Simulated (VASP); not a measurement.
# Si3Se2 (I-4m2) in VASP: further runs

Runs on Si3Se2. Level: PBE. Tasks: relaxation of cell and atoms, single point.

Everything below comes from runs of VASP 6.6.1. Logs are shortened: lines on timing, memory, paths and dates and some standing lists are left out, and cuts for length are marked.

## 1. The cell of the first run

It takes space group I-4m2 (No. 119, tetragonal). The conventional cell has a = 3.840 Å, b = 3.840 Å, c = 15.400 Å, α = 90.00°, β = 90.00°, γ = 90.00°. Si (site symmetry 2mm) has 2 Se at 2.31 Å and 2 Si at 2.35 Å within 3.0 Å. Within 3.1 Å of Si (site symmetry -4m2) lie 4 Si at 2.35 Å. Within 3.0 Å of Se (site symmetry 2mm) lie 2 Si at 2.31 Å.

## 2. Relaxation of cell and atoms, PBE

File INCAR:

```
PREC     = Accurate       # precision mode
ENCUT    = 600            # plane-wave cutoff, eV
EDIFF    = 1E-6           # SCF threshold, eV
ISMEAR   = 0              # smearing method
SIGMA    = 0.2            # smearing width, eV
LREAL    = False          # projectors in reciprocal space
LASPH    = True           # aspherical terms in the spheres
NELM     = 60             # most SCF steps
ALGO     = Normal         # electronic algorithm
ISIF     = 3              # what is computed and relaxed
LWAVE    = False          # write WAVECAR
LCHARG   = False          # write CHGCAR
GGA      = PE             # functional
IBRION   = 2              # ionic algorithm
NSW      = 36             # ionic steps
EDIFFG   = -0.08          # ionic threshold
```

File KPOINTS:

```
Automatic mesh
0
Gamma
  6 6 6
```

File POSCAR:

```
Si3Se2
1.0
   -1.9200000000      1.9200000000      7.7000000000
    1.9200000000     -1.9200000000      7.7000000000
    1.9200000000      1.9200000000     -7.7000000000
Si Se
3 2
Direct
    0.4120000000      0.9120000000      0.5000000000
    0.0880000000      0.5880000000      0.5000000000
    0.0000000000      0.0000000000      0.0000000000
    0.3290000000      0.3290000000      0.0000000000
    0.6710000000      0.6710000000      0.0000000000
```

Potentials or basis: VASP PAW PBE potentials, release 64 (Si, Se).

Launch:

```
cat potpaw_PBE.64/Si/POTCAR potpaw_PBE.64/Se/POTCAR > POTCAR
mpirun -np 1 vasp_std > vasp.out
```

OUTCAR:

```text
PREC = Accurate
   ENCUT = 600
   EDIFF = 1E-6
   ISMEAR = 0
   LREAL = False
   LASPH = True
   NELM = 60
   ISIF = 3
   GGA = PE
   IBRION = 2
   NSW = 36
   EDIFFG = -0.08

 ion  position               nearest neighbor table
   1  0.412  0.912  0.500-   4 2.31   4 2.31   3 2.35   3 2.35
   2  0.088  0.588  0.500-   5 2.31   5 2.31   3 2.35   3 2.35
   3  0.000  0.000  0.000-   2 2.35   1 2.35   2 2.35   1 2.35
   4  0.329  0.329  0.000-   1 2.31   1 2.31
   5  0.671  0.671  0.000-   2 2.31   2 2.31

  LATTYP: Found a body centered tetragonal cell.
 ALAT       =     3.8400000000
 C/A-ratio  =     4.0104166667

  Lattice vectors:

 A1 = (  -1.9200000000,   1.9200000000,   7.7000000000)
 A2 = (   1.9200000000,  -1.9200000000,   7.7000000000)
 A3 = (   1.9200000000,   1.9200000000,  -7.7000000000)

Analysis of symmetry for initial positions (statically):
=====================================================================
 Subroutine PRICEL returns:
 Original cell was already a primitive cell.

 Routine SETGRP: Setting up the symmetry group for a
 body centered tetragonal supercell.

 Subroutine GETGRP returns: Found  8 space group operations
 (whereof  8 operations were pure point group operations)
 out of a pool of 16 trial point group operations.

The static configuration has the point symmetry D_2d.

Analysis of symmetry for dynamics (positions and initial velocities):
=====================================================================
 Subroutine PRICEL returns:
 Original cell was already a primitive cell.

 Routine SETGRP: Setting up the symmetry group for a
 body centered tetragonal supercell.

 Subroutine GETGRP returns: Found  8 space group operations
 (whereof  8 operations were pure point group operations)
 out of a pool of 16 trial point group operations.

The dynamic configuration has the point symmetry D_2d.

 Subroutine INISYM returns: Found  8 space group operations
 (whereof  8 operations are pure point group operations),
 and found     1 'primitive' translations

----------------------------------------------------------------------------------------

                                     Primitive cell

  volume of cell :     113.5411

  direct lattice vectors                    reciprocal lattice vectors
    -1.920000000  1.920000000  7.700000000     0.000000000  0.260416667  0.064935065
     1.920000000 -1.920000000  7.700000000     0.260416667  0.000000000  0.064935065
     1.920000000  1.920000000 -7.700000000     0.260416667  0.260416667  0.000000000

  length of vectors
     8.164729022  8.164729022  8.164729022     0.268390393  0.268390393  0.368284782

  position of ions in fractional coordinates (direct lattice)
     0.412000000  0.912000000  0.500000000
     0.088000000  0.588000000  0.500000000
     0.000000000  0.000000000  0.000000000
     0.329000000  0.329000000  0.000000000
     0.671000000  0.671000000  0.000000000

  ion indices of the primitive-cell ions
   primitive index   ion index
                 1           1
                 2           2
                 3           3
                 4           4
                 5           5

----------------------------------------------------------------------------------------

 KPOINTS: Automatic mesh

Automatic generation of k-mesh.
 Grid dimensions read from file:
 generate k-points for:    6    6    6

 Generating k-lattice:

  Cartesian coordinates                     Fractional coordinates (reciprocal lattice)
     0.000000000  0.043402778  0.010822511     0.166666667  0.000000000  0.000000000
     0.043402778  0.000000000  0.010822511     0.000000000  0.166666667  0.000000000
     0.043402778  0.043402778  0.000000000     0.000000000  0.000000000  0.166666667

  Length of vectors
     0.044731732  0.044731732  0.061380797

  Shift w.r.t. Gamma in fractional coordinates (k-lattice)
     0.000000000  0.000000000  0.000000000

 Subroutine IBZKPT returns following result:
 ===========================================

 Found     30 irreducible k-points:

 Following reciprocal coordinates:
            Coordinates               Weight
  0.000000  0.000000  0.000000      1.000000
  0.166667  0.000000  0.000000      8.000000
  0.333333  0.000000 -0.000000      8.000000
  0.500000  0.000000 -0.000000      4.000000
  0.166667  0.166667  0.000000      8.000000
  0.333333  0.166667 -0.000000     16.000000
[... 16 lines left out ...]
 -0.333333 -0.333333  0.166667      8.000000
 -0.166667 -0.333333  0.166667      8.000000
 [... further k-points ...]
   k-points           NKPTS =     30   k-points in BZ     NKDIM =     30   number of bands    NBANDS=     16
   number of dos      NEDOS =    301   number of ions     NIONS =      5
   total plane-waves  NPLWV = 343000
   dimension x,y,z NGX =    70 NGY =   70 NGZ =   70
   dimension x,y,z NGXF=   140 NGYF=  140 NGZF=  140
   ions per type =               3   2
   NGX,Y,Z   is equivalent  to a cutoff of  14.25, 14.25, 14.25 a.u.
   NGXF,Y,Z  is equivalent  to a cutoff of  28.51, 28.51, 28.51 a.u.
 SYSTEM =  unknown system
   PREC   = accura    normal or accurate (medium, high low for compatibility)
   ISTART =      0    job   : 0-new  1-cont  2-samecut
   ICHARG =      2    charge: 1-file 2-atom 10-const
   ISPIN  =      1    spin polarized calculation?
   LNONCOLLINEAR =      F non collinear calculations
   LSORBIT =      F    spin-orbit coupling
   LASPH  =      T    aspherical Exc in radial PAW
   ENCUT  =  600.0 eV  44.10 Ry    6.64 a.u.  16.31 16.31 16.31*2*pi/ulx,y,z
   NELM   =     60;   NELMIN=  2; NELMDL= -5     # of ELM steps
   EDIFF  = 0.1E-05   stopping-criterion for ELM
   LREAL  =      F    real-space projection
   EDIFFG = -.8E-01   stopping-criterion for IOM
   NSW    =     36    number of steps for IOM
   IBRION =      2    ionic relax: 0-MD 1-quasi-New 2-CG
   NFREE  =      1    steps in history (QN), initial steepest desc. (CG)
   ISIF   =      3    stress and relaxation
   ISYM   =      2    0-nonsym 1-usesym 2-fastsym
   POTIM  = 0.5000    time-step for ionic-motion
   TEBEG  =    0.0;   TEEND  =   0.0 temperature during run
   PSTRESS=    0.0 pullay stress
   NELECT =      24.0000    total number of electrons
   NUPDOWN=      -1.0000    fix difference up-down
   EMIN   =  10.00;   EMAX   =-10.00  energy-range for DOS
   EFERMI =   0.00;   METHOD = LEGACY
   ISMEAR =     0;   SIGMA  =   0.20  broadening in eV -4-tet -1-fermi 0-gaus
   EFERMI_NEDOS =   21; number of points for ismear=-14 and -15
   IALGO  =     38    algorithm
   IMIX   =      4    mixing-type and parameters
     AMIX     =   0.40;   BMIX     =  1.00
     AMIX_MAG =   1.60;   BMIX_MAG =  1.00
  volume/ion in A,a.u.               =      22.71       153.24
  Fermi-wavevector in a.u.,A,eV,Ry     =   0.975201  1.842863 12.939375  0.951017
  Thomas-Fermi vector in A             =   2.105722
   LORBIT       =      0    0 simple, 1 ext, 2 COOP (PROOUT), +10 PAW based schemes
   GGA     = PE    functional components
   LHFCALC =     F    Hartree Fock is set to
   AEXX    =    0.0000 exact exchange contribution
   IVDW    =     0    specifies the selected vdW correction
   LEPSILON=     F    determine dielectric tensor
   LRPA    =     F    only Hartree local field effects (RPA)
 conjugate gradient relaxation of ions
 non-spin polarized calculation
 Gauss-broadening in eV      SIGMA  =   0.20
  energy-cutoff  :      600.00
  volume of cell :      113.54
 maximum number of plane-waves:      3812
 NGX is ok and might be reduce to    70
   NGX = 33   NGY = 33   NGZ = 33

--------------------------------------- Ionic step        1  -------------------------------------------

 number of electron      24.0000000 magnetization

 Free energy of the ion-electron system (eV)
  ---------------------------------------------------
  ext. energy  EPLUGINS =         0.00000000
  ---------------------------------------------------
  free energy    TOTEN  =       -23.73731459 eV

  energy without entropy =      -23.71499436  energy(sigma->0) =      -23.72615448

 E-fermi :   4.4646     XC(G=0):  -9.1588

 val. band max:        4.4622737602   @ k =   0.5000   0.5000   0.5000
 cond. band min:       4.5150521008   @ k =   0.0000   0.0000   0.0000
 fundamental gap:      0.0527783406
 Fermi energy:         4.4645872585

 k-point     1 :       0.0000    0.0000    0.0000
  band No.  band energies     occupation
      1      -9.9624      2.00000
      2      -9.3348      2.00000
      3      -5.7414      2.00000
      4      -1.9645      2.00000
      5       0.3114      2.00000
      6       0.3114      2.00000
[... 433 lines left out ...]
      3      -5.5456      2.00000
      4      -2.5496      2.00000
      5      -0.3778      2.00000
      6       0.2985      2.00000
[... 8 lines left out ...]
     15       6.6607      0.00000
     16       7.7395      0.00000

 [... further k-points ...]

------------------------ aborting loop because EDIFF is reached ----------------------------------------

  FORCE on cell =-STRESS in cart. coord.  units (eV):
  Direction    XX          YY          ZZ          XY          YZ          ZX
  --------------------------------------------------------------------------------------
  -------------------------------------------------------------------------------------
  Total        0.5223122      0.5223122      4.5363450      0.0000000      0.0000000      0.0000000
  in kB        7.3703403      7.3703403     64.0123073      0.0000000      0.0000000      0.0000000
  external PRESSURE =      26.2509960 kB  Pullay stress =       0.0000000 kB
[... 98 lines left out ...]
  FREE ENERGIE OF THE ION-ELECTRON SYSTEM (eV)
  ---------------------------------------------------
  free  energy   TOTEN  =       -23.9271783552 eV

  energy  without entropy=      -23.9162010546  energy(sigma->0) =      -23.92168970

[... ionic steps 4 to 14 ...]

--------------------------------------- Ionic step       15  -------------------------------------------

 number of electron      24.0000000 magnetization

------------------------ aborting loop because EDIFF is reached ----------------------------------------
[... 73 lines left out ...]
--------------------------------------- Ionic step       17  -------------------------------------------

 number of electron      23.9999999 magnetization

 Free energy of the ion-electron system (eV)
  ---------------------------------------------------
  ext. energy  EPLUGINS =         0.00000000
  ---------------------------------------------------
  free energy    TOTEN  =       -24.07831835 eV

  energy without entropy =      -24.06693025  energy(sigma->0) =      -24.07262430

 E-fermi :   3.5233     XC(G=0):  -8.4757

 val. band max:        3.4388104357   @ k =  -0.1667  -0.1667   0.1667
 cond. band min:       3.5674694243   @ k =  -0.3333  -0.3333   0.3333
 fundamental gap:      0.1286589886
 Fermi energy:         3.5233151939

 k-point     1 :       0.0000    0.0000    0.0000
  band No.  band energies     occupation
      1     -10.6522      2.00000
      2     -10.3898      2.00000
      3      -7.0599      2.00000
      4      -3.5612      2.00000
      5      -0.5022      2.00000
      6      -0.1390      2.00000
[... 433 lines left out ...]
      3      -6.9094      2.00000
      4      -3.8055      2.00000
      5      -1.0854      2.00000
      6      -0.7722      2.00000
[... 8 lines left out ...]
     15       5.8768      0.00000
     16       6.3211      0.00000

 [... further k-points ...]

------------------------ aborting loop because EDIFF is reached ----------------------------------------

  FORCE on cell =-STRESS in cart. coord.  units (eV):
  Direction    XX          YY          ZZ          XY          YZ          ZX
  --------------------------------------------------------------------------------------
  -------------------------------------------------------------------------------------
  Total       -0.2937919     -0.2937919      0.1902146      0.0000000      0.0000000      0.0000000
  in kB       -3.6582748     -3.6582748      2.3685379      0.0000000      0.0000000      0.0000000
  external PRESSURE =      -1.6493373 kB  Pullay stress =       0.0000000 kB
[... 20 lines left out ...]
  FREE ENERGIE OF THE ION-ELECTRON SYSTEM (eV)
  ---------------------------------------------------
  free  energy   TOTEN  =       -24.0783183507 eV

  energy  without entropy=      -24.0669302532  energy(sigma->0) =      -24.07262430

 reached required accuracy - stopping structural energy minimisation
```

Run time: 26 min. Hardware: 1 thread of Intel Xeon 6975P-C (Granite Rapids), shared host; peak memory 0.78 GiB.

Results:

* Free energy: -24.0783 eV
* Relaxed volume: 25.73 Å³/atom
* Relaxed cell: a = 9.455 Å, b = 9.455 Å, c = 9.455 Å, α = 157.02°, β = 157.02°, γ = 32.72°
* Space group after relaxing (to 0.1 Å): I-4m2 (No. 119)
* Energy gained by relaxing: 68.2 meV/atom
* Ionic steps: 17
* Pressure after relaxing: -0.2 GPa
* Largest force after relaxing: 0.054 eV/Å
* Band gap on the k mesh: zero (filled and empty bands touch)

Forces in eV/Å, atoms in the order of the input:
```
Si   0.000  0.000  0.054
Si   0.000  0.000 -0.054
Si   0.000  0.000  0.000
Se   0.000  0.000 -0.033
Se   0.000  0.000  0.033
```

Stress tensor (GPa, compression positive):
```
-0.37  0.00  0.00
 0.00 -0.37  0.00
 0.00  0.00  0.24
```

Step by step:
```csv
step,energy change (eV),largest force (eV/Å),pressure (GPa),volume (Å³)
1,0.0000,1.2764,2.63,113.54
2,-0.1750,0.5373,-2.21,119.71
3,-0.1899,0.1983,-1.31,118.38
4,-0.2350,0.3272,-0.11,116.15
5,-0.2397,0.3855,0.42,115.21
6,-0.2602,0.1964,0.53,115.57
7,-0.2627,0.2622,0.59,115.74
8,-0.2735,0.2286,-0.21,117.57
9,-0.2764,0.2868,-0.85,119.13
10,-0.2829,0.2740,-0.78,119.39
11,-0.2999,0.2357,-0.54,120.17
12,-0.3220,0.1644,0.00,121.72
13,-0.3208,0.4331,1.35,124.78
14,-0.3287,0.2579,0.68,123.28
15,-0.3373,0.1234,0.28,125.60
16,-0.3404,0.1143,-0.31,129.74
17,-0.3410,0.0541,-0.16,128.67
```

Final structure:
```cif
data_structure
_symmetry_space_group_name_H-M 'P 1'
_symmetry_Int_Tables_number 1
_cell_length_a 9.4546
_cell_length_b 9.4546
_cell_length_c 9.4546
_cell_angle_alpha 157.023
_cell_angle_beta 157.023
_cell_angle_gamma 32.719
_cell_volume 128.67
loop_
_atom_site_label
_atom_site_type_symbol
_atom_site_fract_x
_atom_site_fract_y
_atom_site_fract_z
_atom_site_occupancy
Si1 Si 0.42394 0.92394 0.50000 1
Si2 Si 0.07606 0.57606 0.50000 1
Si3 Si 0.00000 0.00000 0.00000 1
Se1 Se 0.34519 0.34519 0.00000 1
Se2 Se 0.65481 0.65481 0.00000 1
```

Levels at points of the mesh, in eV from the Fermi level:
| k point | band 9 | band 10 | band 11 | band 12 | band 13 | band 14 | band 15 | band 16 |
| --- | --- | --- | --- | --- | --- | --- | --- | --- |
| (0.00, 0.00, 0.00) | -2.42 | -1.46 | -0.19 | -0.19 | -0.17 | 1.09 | 1.43 | 2.22 |
| (0.50, 0.00, 0.00) | -2.46 | -1.95 | -1.46 | -0.47 | 0.62 | 2.42 | 2.83 | 3.07 |
| (0.50, 0.50, 0.00) | -3.72 | -3.26 | -2.71 | -2.47 | 1.23 | 1.68 | 1.87 | 2.12 |
| (0.50, 0.50, 0.50) | -2.39 | -2.29 | -0.26 | -0.26 | 0.09 | 1.05 | 1.40 | 2.57 |

Caveat: a cell axis changed by over 15 % at a fixed basis, so the end point is rough; the relaxation stopped at a loose force limit of 0.08 eV/Å, so its end isn't a converged minimum.

## 3. Single point, PBE

This run uses another cell than the first one, of 26.91 Å³/atom.

File INCAR:

```
PREC     = Accurate       # precision mode
ENCUT    = 520            # plane-wave cutoff, eV
EDIFF    = 1E-6           # SCF threshold, eV
ISMEAR   = 0              # smearing method
SIGMA    = 0.1            # smearing width, eV
LREAL    = F              # projectors in reciprocal space
LASPH    = T              # aspherical terms in the spheres
NELM     = 100            # most SCF steps
ALGO     = Normal         # electronic algorithm
ISIF     = 2              # what is computed and relaxed
LWAVE    = F              # write WAVECAR
LCHARG   = F              # write CHGCAR
GGA      = PE             # functional
NBANDS   = 20             # bands
```

File KPOINTS:

```
regular mesh
0
Gamma
  12 12 12
```

File POSCAR:

```
Si3Se2
1.0
   -1.8727249458      1.8727249458      9.5927837319
    1.8727249458     -1.8727249458      9.5927837319
    1.8727249458      1.8727249458     -9.5927837319
Si Se
3 2
Direct
    0.4277185537      0.9277185537      0.5000000000
    0.0722814463      0.5722814463      0.5000000000
    0.0000000000      0.0000000000      0.0000000000
    0.3527086440      0.3527086440      0.0000000000
    0.6472913560      0.6472913560      0.0000000000
```

Potentials or basis: VASP PAW PBE potentials, release 64 (Si, Se).

Launch:

```
cat potpaw_PBE.64/Si/POTCAR potpaw_PBE.64/Se/POTCAR > POTCAR
mpirun -np 1 vasp_std > vasp.out
```

Wall time 18 min (1 thread of Intel Xeon 6975P-C (Granite Rapids), shared host); peak memory 1.1 GiB.

It converged, with:

* Free energy: -24.0949 eV
* Pressure: 0.0 GPa
* Largest force: 0.022 eV/Å
* Band gap on the k mesh: 0.07 eV (least direct gap 0.10 eV)

Forces on the atoms (eV/Å):
```
Si   0.000  0.000  0.022
Si   0.000  0.000 -0.022
Si   0.000  0.000  0.000
Se   0.000  0.000 -0.017
Se   0.000  0.000  0.017
```

Levels at points of the mesh, in eV from the valence-band top:
```csv
k point,band 9,band 10,band 11,band 12,band 13,band 14,band 15,band 16
"(0.00, 0.00, 0.00)",-2.22,-1.49,-0.03,-0.03,0.07,1.28,1.62,2.41
"(0.50, 0.00, 0.00)",-2.27,-1.91,-1.24,-0.27,0.85,2.65,2.93,3.11
"(0.50, 0.50, 0.00)",-3.59,-3.12,-2.51,-2.40,1.38,1.89,1.95,2.14
"(0.50, 0.50, 0.50)",-2.20,-2.04,-0.06,-0.06,0.25,1.25,1.60,2.73
```

Caveat: the smearing spreads over this small gap. A k mesh can miss the band edges.

The gap in the log of VASP goes by the Fermi energy; the results here count the filled bands.